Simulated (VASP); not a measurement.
# Te (P6/mmm) in VASP: a series of runs, part 2 of 2

VASP 6.6.1.

## (5) Single point, PBE

The input, INCAR:

```
SYSTEM = Te
PREC = Accurate
ENCUT = 520
EDIFF = 1E-6
ISMEAR = -1
SIGMA = 0.08
LREAL = .FALSE.
LASPH = .TRUE.
NELM = 60
ALGO = Normal
ISIF = 2
LWAVE = .FALSE.
LCHARG = .FALSE.
GGA = PE
NBANDS = 9
```

The input, KPOINTS:

```
regular mesh
0
G
  16 16 14
  0 0 0
```

The input, POSCAR:

```
Te
1.0
    2.8325370945      0.0000000000      0.0000000000
   -1.4162685472      2.4530490810      0.0000000000
    0.0000000000      0.0000000000      2.6477658552
Te
1
Direct
    0.0000000000      0.0000000000      0.0000000000
```

Potentials or basis: VASP PAW PBE potentials, release 64 (Te).

Run with:

```sh
$ cat potpaw_PBE.64/Te/POTCAR > POTCAR
$ mpirun -np 1 vasp_std > vasp.out
```

OUTCAR:

```text
SYSTEM = Te
   PREC = Accurate
   ENCUT = 520
   EDIFF = 1E-6
   ISMEAR = -1
   LREAL = .FALSE.
   LASPH = .TRUE.
   NELM = 60
   ISIF = 2
   GGA = PE

 ion  position               nearest neighbor table
   1  0.000  0.000  0.000-

  LATTYP: Found a hexagonal cell.
 ALAT       =     2.8325370945
 C/A-ratio  =     0.9347682897

  Lattice vectors:

 A1 = (   2.8325370945,   0.0000000000,   0.0000000000)
 A2 = (  -1.4162685472,   2.4530490810,   0.0000000000)
 A3 = (   0.0000000000,   0.0000000000,   2.6477658552)

Analysis of symmetry for initial positions (statically):
=====================================================================
 Subroutine PRICEL returns:
 Original cell was already a primitive cell.

 Routine SETGRP: Setting up the symmetry group for a
 hexagonal supercell.

 Subroutine GETGRP returns: Found 24 space group operations
 (whereof 24 operations were pure point group operations)
 out of a pool of 24 trial point group operations.

The static configuration has the point symmetry D_6h.

Analysis of symmetry for dynamics (positions and initial velocities):
=====================================================================
 Subroutine PRICEL returns:
 Original cell was already a primitive cell.

 Routine SETGRP: Setting up the symmetry group for a
 hexagonal supercell.

 Subroutine GETGRP returns: Found 24 space group operations
 (whereof 24 operations were pure point group operations)
 out of a pool of 24 trial point group operations.

The dynamic configuration has the point symmetry D_6h.

 Subroutine INISYM returns: Found 24 space group operations
 (whereof 24 operations are pure point group operations),
 and found     1 'primitive' translations

----------------------------------------------------------------------------------------

                                     Primitive cell

  volume of cell :      18.3976

  direct lattice vectors                    reciprocal lattice vectors
     2.832537095  0.000000000  0.000000000     0.353040390  0.203827964  0.000000000
    -1.416268547  2.453049081  0.000000000     0.000000000  0.407655928  0.000000000
     0.000000000  0.000000000  2.647765855     0.000000000  0.000000000  0.377676900

  length of vectors
     2.832537095  2.832537094  2.647765855     0.407655928  0.407655928  0.377676900

  position of ions in fractional coordinates (direct lattice)
     0.000000000  0.000000000  0.000000000

  ion indices of the primitive-cell ions
   primitive index   ion index
                 1           1

----------------------------------------------------------------------------------------

 KPOINTS: regular mesh

Automatic generation of k-mesh.
 Grid dimensions read from file:
 generate k-points for:   16   16   14

 Generating k-lattice:

  Cartesian coordinates                     Fractional coordinates (reciprocal lattice)
     0.022065024  0.012739248  0.000000000     0.062500000  0.000000000  0.000000000
     0.000000000  0.025478496  0.000000000     0.000000000  0.062500000  0.000000000
     0.000000000  0.000000000  0.026976921     0.000000000  0.000000000  0.071428571

  Length of vectors
     0.025478496  0.025478496  0.026976921

  Shift w.r.t. Gamma in fractional coordinates (k-lattice)
     0.000000000  0.000000000  0.000000000

 Subroutine IBZKPT returns following result:
 ===========================================

 Found    240 irreducible k-points:

 Following reciprocal coordinates:
            Coordinates               Weight
  0.000000  0.000000  0.000000      1.000000
  0.062500  0.000000  0.000000      6.000000
  0.125000  0.000000  0.000000      6.000000
  0.187500  0.000000  0.000000      6.000000
  0.250000  0.000000  0.000000      6.000000
  0.312500  0.000000  0.000000      6.000000
[... 16 lines left out ...]
  0.187500  0.187500  0.000000      6.000000
  0.250000  0.187500  0.000000     12.000000
 [... further k-points ...]
   k-points           NKPTS =    240   k-points in BZ     NKDIM =    240   number of bands    NBANDS=      9
   number of dos      NEDOS =    301   number of ions     NIONS =      1
   total plane-waves  NPLWV =  11520
   dimension x,y,z NGX =    24 NGY =   24 NGZ =   20
   dimension x,y,z NGXF=    48 NGYF=   48 NGZF=   40
   ions per type =               1
   NGX,Y,Z   is equivalent  to a cutoff of  14.09, 14.09, 12.56 a.u.
   NGXF,Y,Z  is equivalent  to a cutoff of  28.17, 28.17, 25.11 a.u.
 SYSTEM =  Te
   PREC   = accura    normal or accurate (medium, high low for compatibility)
   ISTART =      0    job   : 0-new  1-cont  2-samecut
   ICHARG =      2    charge: 1-file 2-atom 10-const
   ISPIN  =      1    spin polarized calculation?
   LNONCOLLINEAR =      F non collinear calculations
   LSORBIT =      F    spin-orbit coupling
   LASPH  =      T    aspherical Exc in radial PAW
   ENCUT  =  520.0 eV  38.22 Ry    6.18 a.u.   5.27  5.27  4.92*2*pi/ulx,y,z
   NELM   =     60;   NELMIN=  2; NELMDL= -5     # of ELM steps
   EDIFF  = 0.1E-05   stopping-criterion for ELM
   LREAL  =      F    real-space projection
   EDIFFG = 0.1E-04   stopping-criterion for IOM
   NSW    =      0    number of steps for IOM
   IBRION =     -1    ionic relax: 0-MD 1-quasi-New 2-CG
   NFREE  =      0    steps in history (QN), initial steepest desc. (CG)
   ISIF   =      2    stress and relaxation
   ISYM   =      2    0-nonsym 1-usesym 2-fastsym
   POTIM  = 0.5000    time-step for ionic-motion
   TEBEG  =    0.0;   TEEND  =   0.0 temperature during run
   PSTRESS=    0.0 pullay stress
   NELECT =       6.0000    total number of electrons
   NUPDOWN=      -1.0000    fix difference up-down
   EMIN   =  10.00;   EMAX   =-10.00  energy-range for DOS
   EFERMI =   0.00;   METHOD = LEGACY
   ISMEAR =    -1;   SIGMA  =   0.08  broadening in eV -4-tet -1-fermi 0-gaus
   EFERMI_NEDOS =   21; number of points for ismear=-14 and -15
   IALGO  =     38    algorithm
   IMIX   =      4    mixing-type and parameters
     AMIX     =   0.40;   BMIX     =  1.00
     AMIX_MAG =   1.60;   BMIX_MAG =  1.00
  volume/ion in A,a.u.               =      18.40       124.15
  Fermi-wavevector in a.u.,A,eV,Ry     =   1.126864  2.129464 17.276979  1.269822
  Thomas-Fermi vector in A             =   2.263548
   LORBIT       =      0    0 simple, 1 ext, 2 COOP (PROOUT), +10 PAW based schemes
   GGA     = PE    functional components
   LHFCALC =     F    Hartree Fock is set to
   AEXX    =    0.0000 exact exchange contribution
   IVDW    =     0    specifies the selected vdW correction
   LEPSILON=     F    determine dielectric tensor
   LRPA    =     F    only Hartree local field effects (RPA)
 non-spin polarized calculation
  energy-cutoff  :      520.00
  volume of cell :       18.40
 maximum number of plane-waves:       513
 NGX is ok and might be reduce to    24
   NGX = 11   NGY = 11   NGZ =  9

 number of electron       5.9999999 magnetization

 Free energy of the ion-electron system (eV)
  ---------------------------------------------------
  ext. energy  EPLUGINS =         0.00000000
  ---------------------------------------------------
  free energy    TOTEN  =        -0.76817509 eV

  energy without entropy =       -0.75675474  energy(sigma->0) =       -0.76246491

 E-fermi :  15.7639     XC(G=0): -12.0437

 val. band max:       15.7481754833   @ k =   0.4375   0.1250   0.4286
 cond. band min:      15.7716202784   @ k =   0.3750   0.1875   0.5000
 fundamental gap:      0.0234447951
 Fermi energy:        15.7639343475

 k-point     1 :       0.0000    0.0000    0.0000
  band No.  band energies     occupation
      1      -3.4114      2.00000
      2      17.9875      0.00000
      3      19.9021      0.00000
      4      19.9021      0.00000
      5      21.7912      0.00000
      6      24.8987      0.00000
      7      25.5853      0.00000
      8      25.5853      0.00000
      9      27.6942      0.00000

 k-point     2 :       0.0625    0.0000    0.0000
  band No.  band energies     occupation
      1      -3.3101      2.00000
      2      18.0968      0.00000
      3      18.7925      0.00000
      4      19.5450      0.00000
      5      22.0808      0.00000
      6      23.7631      0.00000
      7      26.0531      0.00000
      8      27.2181      0.00000
      9      28.3398      0.00000
[... 253 lines left out ...]
 k-point    24 :       0.2500    0.1875    0.0000
  band No.  band energies     occupation
      1       0.2465      2.00000
      2       8.8504      2.00000
      3      11.6586      2.00000
      4      21.5819      0.00000
      5      24.6148      0.00000
      6      25.9997      0.00000
      7      28.6726      0.00000
      8      30.7981      0.00000
      9      32.0179      0.00000

 [... further k-points ...]
[... 5 lines left out ...]
  --------------------------------------------------------------------------------------
  -------------------------------------------------------------------------------------
  Total       10.0402232     10.0402232     10.0786907      0.0000000      0.0000000      0.0000000
  in kB      874.3645277    874.3645277    877.7145115      0.0000000      0.0000000      0.0000000
  external PRESSURE =     875.4811890 kB  Pullay stress =       0.0000000 kB

 VOLUME and BASIS-vectors are now :
 -----------------------------------------------------------------------------
  energy-cutoff  :      520.00
  volume of cell :       18.40
      direct lattice vectors                 reciprocal lattice vectors
     2.832537095  0.000000000  0.000000000     0.353040390  0.203827964  0.000000000
    -1.416268547  2.453049081  0.000000000     0.000000000  0.407655928  0.000000000
     0.000000000  0.000000000  2.647765855     0.000000000  0.000000000  0.377676900

 POSITION                                       TOTAL-FORCE (eV/Angst)
 -----------------------------------------------------------------------------------
      0.00000      0.00000      0.00000         0.000000      0.000000      0.000000
 -----------------------------------------------------------------------------------
    total drift:                               -0.000000      0.000000      0.000000

  FREE ENERGIE OF THE ION-ELECTRON SYSTEM (eV)
  ---------------------------------------------------
  free  energy   TOTEN  =        -0.7681750904 eV

  energy  without entropy=       -0.7567547360  energy(sigma->0) =       -0.76246491
```

OSZICAR:

```text
N       E                     dE             d eps       ncg     rms          rms(c)
DAV:   1     0.128074347002E+02    0.12807E+02   -0.26268E+03  4320   0.538E+02
DAV:   2    -0.569911641925E+00   -0.13377E+02   -0.12964E+02  6005   0.759E+01
DAV:   3    -0.794372372202E+00   -0.22446E+00   -0.22362E+00  5529   0.962E+00
DAV:   4    -0.795177451958E+00   -0.80508E-03   -0.80501E-03  5753   0.649E-01
DAV:   5    -0.795180136616E+00   -0.26847E-05   -0.26843E-05  5481   0.315E-02    0.191E+01
DAV:   6    -0.776197855054E+00    0.18982E-01   -0.69034E-03  5072   0.421E-01    0.115E+01
DAV:   7    -0.768341918321E+00    0.78559E-02   -0.11113E-02  5130   0.552E-01    0.280E-01
DAV:   8    -0.768174889544E+00    0.16703E-03   -0.60754E-04  4881   0.147E-01    0.431E-02
DAV:   9    -0.768174532746E+00    0.35680E-06   -0.16470E-05  6080   0.258E-02    0.212E-02
DAV:  10    -0.768175090408E+00   -0.55766E-06   -0.11141E-06  4581   0.611E-03
   1 F= -.76817509E+00 E0= -.76246491E+00  d E =-.114204E-01
```

stdout:

```text
POSCAR found type information on POSCAR Te
 POSCAR found :  1 types and       1 ions
 scaLAPACK will be used
 LDA part: xc-table for (Slater+PW92), standard interpolation
 POSCAR, INCAR and KPOINTS ok, starting setup
 FFT: planning ... GRIDC
 FFT: planning ... GRID_SOFT
 FFT: planning ... GRID
 WAVECAR not read
 entering main loop
```

Run time: 9 s. Hardware: 1 thread of Intel Xeon 6975P-C (Granite Rapids), shared host; peak memory 0.16 GiB.

Results:

| Quantity | Value |
| --- | --- |
| Free energy | -0.7682 eV |
| Pressure | 87.5 GPa |
| Band gap on the k mesh | zero (bands 3 and 4 overlap by 12.94 eV) |

Caveat: the cell stands under pressure; spin-orbit coupling is left out, which moves the levels of the heavy elements.

## (6) Single point, PBE

The input, INCAR:

```
ALGO = Normal
EDIFF = 1E-6
ENCUT = 520
GGA = PE
ISIF = 2
ISMEAR = -1
LASPH = T
LCHARG = T
LELF = T
LREAL = F
LVHAR = T
LWAVE = F
NBANDS = 9
NELM = 80
PREC = Accurate
SIGMA = 0.08
```

The input, KPOINTS:

```
k-points
0
Gamma
  16 16 14
```

POSCAR is that of step 5.

Potentials or basis: VASP PAW PBE potentials, release 64 (Te).

Run with:

```sh
$ cat potpaw_PBE.64/Te/POTCAR > POTCAR
$ mpirun -np 1 vasp_std > vasp.out
```

It took 9.6 s on 1 thread of Intel Xeon 6975P-C (Granite Rapids), shared host; peak memory 0.16 GiB.

The run converged. Its results:

| Quantity | Value |
| --- | --- |
| Free energy | -0.7682 eV |
| Pressure | 87.5 GPa |
| Band gap on the k mesh | zero (bands 3 and 4 overlap by 12.94 eV) |

Stress tensor (GPa, compression positive):
```
87.44  0.00  0.00
 0.00 87.44  0.00
 0.00  0.00 87.77
```

Levels at points of the mesh, in eV from the Fermi level:
| k point | band 1 | band 2 | band 3 | band 4 | band 5 | band 6 | band 7 |
| --- | --- | --- | --- | --- | --- | --- | --- |
| (0.00, 0.00, 0.00) | -19.18 | 2.22 | 4.14 | 4.14 | 6.03 | 9.13 | 9.82 |
| (0.50, 0.00, 0.00) | -13.89 | -10.74 | -0.61 | 4.10 | 6.82 | 10.69 | 12.37 |
| (0.00, 0.00, 0.50) | -15.03 | -11.14 | 8.10 | 8.10 | 11.00 | 11.73 | 12.84 |
| (0.50, 0.00, 0.50) | -9.04 | -7.59 | -7.18 | -0.65 | 2.76 | 8.44 | 8.58 |

Caveat: the cell stands under pressure; spin-orbit coupling is left out, which moves the levels of the heavy elements.

## (7) Overview

```csv
task,cell,k mesh,cutoff (eV),gap on the mesh (eV),pressure (GPa)
relaxation of cell and atoms,"relaxed to 87 GPa from a = 2.833, b = 2.833, c = 2.648 Å, angles 90.0, 90.0, 120.0°, 1 atom, atomic positions A",16 × 16 × 14,600,none,87.0
relaxation of cell and atoms,"relaxed to 87 GPa from a = 4.595, b = 4.595, c = 2.849 Å, angles 90.0, 90.0, 120.0°, 3 atoms, atomic positions B",8 × 8 × 11,600,none,87.0
relaxation of cell and atoms,"relaxed to 87 GPa from a = 4.687, b = 4.687, c = 2.762 Å, angles 90.0, 90.0, 120.0°, 3 atoms, atomic positions B",8 × 8 × 11,600,none,87.0
single point,"a = 2.833, b = 2.833, c = 2.648 Å, angles 90.0, 90.0, 120.0°, 1 atom, atomic positions A",16 × 16 × 14,520,none,87.5
```

Alike in all rows: level PBE; potentials or basis VASP PAW PBE potentials, release 64 (Te); no spin polarisation; smearing fermi-dirac 0.08 eV.

Caveats: spin-orbit coupling is left out, which moves the levels of the heavy elements; the cell is relaxed towards a set pressure, so the run minimises the enthalpy, not the energy (at least some runs); the cell stands under pressure (at least some runs).

Total energies depend on the potentials used, so only differences within one code and one set of settings carry meaning.
